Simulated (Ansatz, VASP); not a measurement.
**TiCo: VASP beside Ansatz**

```
CELL_PARAMETERS angstrom
2.96607 0.00000 0.00000
0.00000 2.96607 0.00000
0.00000 0.00000 2.96607
ATOMIC_POSITIONS crystal
Ti 0.00000 0.00000 0.00000
Co 0.50000 0.50000 0.50000
```

Alike in both runs: task single point; functional PBE; k mesh 16 × 16 × 16; occupations gaussian, width 0.05 eV; collinear spin.

```csv
,VASP,Ansatz
version,VASP 6.6.1,Ansatz 0.2.0
potentials or method,"VASP PAW PBE potentials, release 64 (Ti_sv, Co), cutoff 520 eV","scalar-relativistic, plane waves, PAW"
valence electrons in the cell,21,29
```

|  | VASP | Ansatz | Ansatz less VASP |
| --- | --- | --- | --- |
| gap on the k mesh at the Fermi level (eV) | none | none | - |
| pressure (GPa) | 3.0 | 3.6 | +0.54 |
| net moment per atom (μB) | 0.44 | 0.45 | +0.004 |
| size of the moment on the site where the two differ most (μB) | 0.95 | 0.98 | +0.030 |

Site moments also hang on the region over which each program counts them. A gap of «none» marks a metal or a gap that the smearing closes. With one functional, cell and mesh, what is left measures potentials, basis and numerics. VASP's potentials hold 21 valence electrons a cell and Ansatz's 29, so a difference there can come from the potentials and not from the codes.
